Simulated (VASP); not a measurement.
Write the native input for VASP 6.6.1 that does the following.

```
Task                   : electric field gradients
Functional             : PBE
Potentials or basis    : VASP PAW PBE potentials, release 64 (C, Ti_sv, O)
Cutoff                 : 520 eV
k mesh                 : 3 × 3 × 3
Occupations            : fermi-dirac, width 0.01 eV
Spin                   : no spin polarisation
Dipole correction      : no
Further INCAR settings : LREAL = Auto; ALGO = Normal; EDIFF = 1e-08; NBANDS = 218
```

The structure of Ti15CO32 (a cell with a defect) lies in POSCAR:

```
Ti15CO32
1.0
   -4.5453495500      5.5196194400      4.9091968600
    4.5453495500     -5.5196194400      4.9091968600
    4.5453495500      5.5196194400     -4.9091968600
C Ti O
1 15 32
Direct
    0.7114954650      0.6250000000      0.5864954650
    0.2114954650      0.1250000000      0.5864954650
    0.2114954650      0.6250000000      0.0864954650
    0.7114954650      0.1250000000      0.0864954650
    0.5385045350      0.1250000000      0.4135045350
    0.0385045350      0.6250000000      0.4135045350
    0.0385045350      0.1250000000      0.9135045350
    0.5385045350      0.6250000000      0.9135045350
    0.2885045350      0.3750000000      0.4135045350
    0.7885045350      0.8750000000      0.4135045350
    0.7885045350      0.3750000000      0.9135045350
    0.2885045350      0.8750000000      0.9135045350
    0.4614954650      0.3750000000      0.0864954650
    0.9614954650      0.8750000000      0.0864954650
    0.9614954650      0.3750000000      0.5864954650
    0.4614954650      0.8750000000      0.5864954650
    0.3498131400      0.4049501500      0.6734123700
    0.8498131400      0.9049501500      0.6734123700
    0.8498131400      0.4049501500      0.1734123700
    0.3498131400      0.9049501500      0.1734123700
    0.9001868600      0.5735992300      0.5551370100
    0.4001868600      0.0735992300      0.5551370100
    0.4001868600      0.5735992300      0.0551370100
    0.9001868600      0.0735992300      0.0551370100
    0.7315377800      0.6764007700      0.8265876300
    0.2315377800      0.1764007700      0.8265876300
    0.2315377800      0.6764007700      0.3265876300
    0.7315377800      0.1764007700      0.3265876300
    0.5184622200      0.3450498500      0.4448629900
    0.0184622200      0.8450498500      0.4448629900
    0.0184622200      0.3450498500      0.9448629900
    0.5184622200      0.8450498500      0.9448629900
    0.4815377800      0.6549501500      0.5551370100
    0.9815377800      0.1549501500      0.5551370100
    0.9815377800      0.6549501500      0.0551370100
    0.4815377800      0.1549501500      0.0551370100
    0.2684622200      0.3235992300      0.1734123700
    0.7684622200      0.8235992300      0.1734123700
    0.7684622200      0.3235992300      0.6734123700
    0.2684622200      0.8235992300      0.6734123700
    0.0998131400      0.4264007700      0.4448629900
    0.5998131400      0.9264007700      0.4448629900
    0.5998131400      0.4264007700      0.9448629900
    0.0998131400      0.9264007700      0.9448629900
    0.6501868600      0.5950498500      0.3265876300
    0.1501868600      0.0950498500      0.3265876300
    0.1501868600      0.5950498500      0.8265876300
    0.6501868600      0.0950498500      0.8265876300
```

The input as run:

INCAR

```
SYSTEM = Ti15CO32
PREC     = Accurate       ! precision mode
ENCUT    = 520            ! plane-wave cutoff, eV
EDIFF    = 1E-8           ! SCF threshold, eV
ISMEAR   = -1             ! smearing method
SIGMA    = 0.01           ! smearing width, eV
LREAL    = Auto         
LASPH    = .TRUE.         ! aspherical terms in the spheres
NELM     = 100            ! most SCF steps
ALGO     = Normal         ! electronic algorithm
ISIF     = 2              ! what is computed and relaxed
LWAVE    = .FALSE.        ! write WAVECAR
LCHARG   = .FALSE.        ! write CHGCAR
GGA      = PE             ! functional
LEFG     = .TRUE.       
NBANDS   = 218            ! bands
```

KPOINTS

```
Automatic mesh
0
G
  3 3 3
  0 0 0
```

Potentials or basis: VASP PAW PBE potentials, release 64 (C, Ti_sv, O).

Command:

```bash
$ cat potpaw_PBE.64/C/POTCAR potpaw_PBE.64/Ti_sv/POTCAR potpaw_PBE.64/O/POTCAR > POTCAR
$ mpirun -np 1 vasp_std > vasp.out
```

It gave:

```yaml
Pressure: 1.5 GPa
Largest_force: 2.806 eV/Å
Band_gap_on_the_k_mesh: 0.59 eV
Largest_electric_field_gradient_by_atom: C +4.0; Ti +26.3, +25.4, +26.4, +32.0, +25.8, +25.7, +24.0 (each value once); O -25.5, +137.6, -26.0, -24.5, +178.0, -25.3, -22.1, -26.8, +83.2, -23.4, -25.7, -26.3, -28.2, -22.6, -23.7, -23.6 (each value once) V/Å²
```

Caveat: without QUAD_EFG the Cq values of the log hold for a quadrupole moment of 1 mb, not for the nuclei.

Run time: 43 min on 1 thread of Intel(R) Xeon(R) 6975P-C (Granite Rapids) (shared host), peak memory 1.1 GiB.
